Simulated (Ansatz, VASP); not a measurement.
**Two plane-wave programs on Ga2O3**

The input POSCAR:

```
Ga2O3
1.0
    2.9909461199      0.0000000000      0.0000000000
   -1.4954730600      2.5902353212      0.0000000000
    0.0000000000      0.0000000000      6.8457861770
Ga O
2 3
Direct
    0.3333333333      0.6666666667      0.2039202283
    0.6666666667      0.3333333333      0.7960797717
    0.0000000000      0.0000000000      0.0000000000
    0.3333333333      0.6666666667      0.6915979050
    0.6666666667      0.3333333333      0.3084020950
```

Contents of INCAR.step1:

```
SYSTEM = Ga2O3
PREC     = Accurate       ! precision mode
ENCUT    = 520            ! plane-wave cutoff, eV
ISMEAR   = 0              ! smearing method
SIGMA    = 0.01           ! smearing width, eV
LREAL    = .False.        ! projectors in reciprocal space
LASPH    = .True.         ! aspherical terms in the spheres
NELM     = 80             ! most SCF steps
NBANDS   = 30             ! bands
GGA      = PE             ! functional
ALGO     = Normal         ! electronic algorithm
EDIFF    = 1E-4           ! SCF threshold, eV
LWAVE    = .True.         ! write WAVECAR
LCHARG   = .False.        ! write CHGCAR
```

INCAR.step2

```
SYSTEM = Ga2O3
PREC     = Accurate       ! precision mode
ENCUT    = 520            ! plane-wave cutoff, eV
EDIFF    = 1E-7           ! SCF threshold, eV
ISMEAR   = 0              ! smearing method
SIGMA    = 0.01           ! smearing width, eV
LREAL    = .False.        ! projectors in reciprocal space
LASPH    = .True.         ! aspherical terms in the spheres
NELM     = 80             ! most SCF steps
ALGO     = Normal         ! electronic algorithm
ISIF     = 2              ! what is computed and relaxed
LWAVE    = .False.        ! write WAVECAR
LCHARG   = .False.        ! write CHGCAR
METAGGA  = R2SCAN         ! meta-GGA
LMIXTAU  = .True.       
NBANDS   = 30             ! bands
ISTART   = 1
```

File KPOINTS:

```
regular mesh
0
Gamma
  12 12 4
  0 0 0
```

Input for Ansatz:

```yaml
crystal:
  lattice:
    - [2.9909461199, 0.0, 0.0]
    - [-1.49547306, 2.5902353212, 0.0]
    - [0.0, 0.0, 6.845786177]
  atoms:
    - { symbol: Ga, position: [0.3333333333, 0.6666666667, 0.2039202283] }
    - { symbol: Ga, position: [0.6666666667, 0.3333333333, 0.7960797717] }
    - { symbol: O, position: [0.0, 0.0, 0.0] }
    - { symbol: O, position: [0.3333333333, 0.6666666667, 0.691597905] }
    - { symbol: O, position: [0.6666666667, 0.3333333333, 0.308402095] }
kpoints:
  mp_grid: { grid: [12, 12, 4] }
  band_path:
    path:
      - [0.0, 0.0, 0.0]
      - [0.5, 0.0, 0.0]
      - [0.3333333333, 0.3333333333, 0.0]
      - [0.0, 0.0, 0.5]
      - [0.5, 0.0, 0.5]
      - [0.3333333333, 0.3333333333, 0.5]
    npoints: 1
hamiltonian:
  xc: r2scan
scf:
  occupations: { method: fixed }
  n_extra_bands: 5
output:
  forces: true
  stress: true
  eigenvalues: true
```

Alike in both runs: task single point; functional r2SCAN; k mesh 12 × 12 × 4; no spin polarisation.

|  | VASP | Ansatz |
| --- | --- | --- |
| version | VASP 6.6.1 | Ansatz 0.2.0 |
| potentials or method | VASP PAW PBE potentials, release 64 (Ga_d, O) | plane waves, PAW |
| plane-wave cutoff (eV) | 520 | 500 |
| occupations | gaussian, width 0.01 eV | fixed |
| valence electrons in the cell | 44 | 44 |

```tsv
	VASP	Ansatz	Ansatz less VASP
gap on the k mesh at the Fermi level (eV)	3.09	3.12	+0.032
pressure (GPa)	1.8	0.0	-1.83
traceless stress, the component that is largest in VASP (GPa)	-1.19	-0.02	+1.172
rms of the force components (eV/Å)	0.044	0.000	-0.0437
```

VASP's potentials were made for PBE, not for r2SCAN. Atom by atom the forces differ by 0.044 eV/Å (rms over components).
